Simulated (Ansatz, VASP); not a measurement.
**Cu3O: VASP beside Ansatz**

```xyz
4
Lattice="3.5389 0.0000 0.0000 0.0000 3.5389 0.0000 0.0000 0.0000 3.5025" Properties=species:S:1:pos:R:3 pbc="T T T"
Cu    0.0000    1.7694    1.7513
Cu    1.7694    0.0000    1.7513
Cu    1.7694    1.7694    0.0000
O     0.0000    0.0000    0.0000
```

Alike in both runs: task single point; functional PBE; k mesh 6 × 6 × 6; occupations gaussian, width 0.1 eV; collinear spin.

```csv
,VASP,Ansatz
version,VASP 6.6.1,Ansatz 0.2.0
potentials or method,"VASP PAW PBE potentials, release 64 (Cu, O), cutoff 520 eV","scalar-relativistic, plane waves, PAW"
valence electrons in the cell,39,63
```

VASP gave:

* gap on the k mesh at the Fermi level (eV): none
* pressure (GPa): 2.5
* net moment per atom (μB): 0.00

Problem. What did Ansatz give for the same quantities?

Solution. gap on the k mesh at the Fermi level (eV): none; pressure (GPa): 2.2; net moment per atom (μB): 0.00.

A gap of «none» marks a metal or a gap that the smearing closes. VASP's potentials hold 39 valence electrons a cell and Ansatz's 63, so a difference there can come from the potentials and not from the codes. Ansatz's warnings: seeded moment not kept.
